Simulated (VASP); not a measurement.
The system is CdSe.

```
CELL_PARAMETERS angstrom
-2.19099 2.19099 3.09519
2.19099 -2.19099 3.09519
2.19099 2.19099 -3.09519
ATOMIC_POSITIONS crystal
Cd 0.00000 0.00000 0.00000
Se 0.25000 0.75000 0.50000
```

Program: VASP 6.6.1. Alike in all runs: task single point; no spin polarisation; cell as given; k mesh 12 × 12 × 12; cutoff (eV) 520; smearing gaussian 0.02 eV.

Question: Order these runs on this cell by their pressure, lowest first.
A. level LDA; potentials or basis VASP PAW LDA potentials, release 64 (Cd, Se)
B. level r2SCAN; potentials or basis VASP PAW PBE potentials, release 64 (Cd, Se)
C. level PBE; potentials or basis VASP PAW PBE potentials, release 64 (Cd, Se)

Answer: A (-4.0 GPa), B (-1.2 GPa), C (0.3 GPa).

Caveats: the PAW data sets were made with another functional, which shifts forces and pressure a little (some runs).
